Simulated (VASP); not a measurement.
Set up this calculation in VASP 6.6.1, as the native input.

* Task: single point
* Functional: PBEsol
* Potentials or basis: VASP PAW PBE potentials, release 64 (Sr_sv)
* Cutoff: 520 eV
* k mesh: 14 × 14 × 14
* Occupations: gaussian, width 0.15 eV
* Spin: no spin polarisation
* Dipole correction: no
* Further INCAR settings: ALGO = Fast; EDIFF = 1e-06; NBANDS = 11

The structure of Sr lies in POSCAR:

```
Sr
1.0
   -2.4250000000      2.4250000000      2.3886250000
    2.4250000000     -2.4250000000      2.3886250000
    2.4250000000      2.4250000000     -2.3886250000
Sr
1
Direct
    0.0000000000      0.0000000000      0.0000000000
```

This cell differs from its parent crystal: strain +0.000 along x and y, -0.015 along z.

The input as run:

INCAR

```
ALGO = Fast
EDIFF = 1E-6
ENCUT = 520
GGA = PS
ISIF = 2
ISMEAR = 0
LASPH = T
LCHARG = T
LELF = T
LREAL = F
LVHAR = T
LWAVE = F
NBANDS = 11
NELM = 60
PREC = Accurate
SIGMA = 0.15
```

KPOINTS

```
k-points
0
Gamma
  14 14 14
```

Potentials or basis: VASP PAW PBE potentials, release 64 (Sr_sv).

Launch:

```console
$ cat potpaw_PBE.64/Sr_sv/POTCAR > POTCAR
$ mpirun -np 1 vasp_std > vasp.out
```

It gave:

```yaml
Pressure: -1.0 GPa
Band_gap_on_the_k_mesh: zero (bands 5 and 6 overlap by 0.35 eV)
```

Caveat: the cell differs from its parent crystal (strain +0.000 along x and y, -0.015 along z); the PAW data sets were made with another functional, which shifts forces and pressure a little.

It took 73 s on 1 thread of AMD EPYC 9R45 96-Core Processor (Zen 5), with other jobs on the host, peak memory 0.26 GiB.
